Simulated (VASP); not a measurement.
Set up this calculation in VASP 6.6.1, as the native input.

| Property | Result |
| --- | --- |
| Task | single point |
| Functional | PBE |
| Potentials or basis | VASP PAW PBE potentials, release 64 (Cu) |
| Cutoff | 520 eV |
| k mesh | 13 × 13 × 13 |
| Occupations | fermi-dirac, width 0.05 eV |
| Spin | no spin polarisation |
| Dipole correction | no |
| Further INCAR settings | ALGO = Normal; EDIFF = 1e-06; NBANDS = 18 |

The structure of Cu lies in POSCAR:

```
Cu
1.0
    0.0000000000      2.7525556076      2.7525556076
    2.7525556076      0.0000000000      2.7525556076
    2.7525556076      2.7525556076      0.0000000000
Cu
2
Direct
   -0.1250000000     -0.1250000000     -0.1250000000
    0.1250000000      0.1250000000      0.1250000000
```

One way to write it, as run:

INCAR

```
SYSTEM = Cu
PREC     = Accurate       ! precision mode
ENCUT    = 520            ! plane-wave cutoff, eV
EDIFF    = 1E-6           ! SCF threshold, eV
ISMEAR   = -1             ! smearing method
SIGMA    = 0.05           ! smearing width, eV
LREAL    = .FALSE.        ! projectors in reciprocal space
LASPH    = .TRUE.         ! aspherical terms in the spheres
NELM     = 60             ! most SCF steps
ALGO     = Normal         ! electronic algorithm
ISIF     = 2              ! what is computed and relaxed
LWAVE    = .FALSE.        ! write WAVECAR
LCHARG   = .TRUE.         ! write CHGCAR
GGA      = PE             ! functional
LELF     = .TRUE.         ! ELF
LVHAR    = .TRUE.       
NBANDS   = 18             ! bands
```

KPOINTS

```
Automatic mesh
0
G
  13 13 13
  0 0 0
```

Potentials or basis: VASP PAW PBE potentials, release 64 (Cu).

Command:

```console
$ cat potpaw_PBE.64/Cu/POTCAR > POTCAR
$ mpirun -np 1 vasp_std > vasp.out
```

It gave:

The pressure is -3.8 GPa and the band gap on the k mesh is zero (band 11 reaches 2.48 eV, above the bottom of band 12 at 1.78 eV).

Run time: 70 s on 1 thread of Intel(R) Xeon(R) Platinum 8375C CPU @ 2.90GHz (Ice Lake), on a shared host, peak memory 0.19 GiB.
